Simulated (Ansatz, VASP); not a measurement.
Two plane-wave programs on TlBr

```
CELL_PARAMETERS angstrom
3.98000 0.00000 0.00000
0.00000 3.98000 0.00000
0.00000 0.00000 3.98000
ATOMIC_POSITIONS crystal
Tl 0.00000 0.00000 0.00000
Br 0.50000 0.50000 0.50000
```

Alike in both runs: functional PBE; dispersion D3(BJ); k mesh 8 × 8 × 8; occupations gaussian, width 0.02 eV; no spin polarisation.

Ansatz relaxed the structure, and its values are those at the end. VASP's run is a single point on that final structure, the one shown.

|  | VASP | Ansatz |
| --- | --- | --- |
| version | VASP 6.6.1 | Ansatz 0.2.0 |
| potentials or method | VASP PAW PBE potentials, release 64 (Tl_d, Br), cutoff 500 eV | scalar-relativistic, plane waves, PAW |
| valence electrons in the cell | 20 | 20 |

|  | VASP | Ansatz | Ansatz less VASP |
| --- | --- | --- | --- |
| gap on the k mesh at the Fermi level (eV) | 1.86 | 1.86 | -0.006 |
| least direct gap on the mesh (eV) | 1.86 | 1.86 | -0.006 |
| pressure (GPa) | 0.0 | 0.0 | +0.03 |

Ansatz's warnings: relaxed geometry near dispersion switch.

Spin-orbit coupling is off throughout.
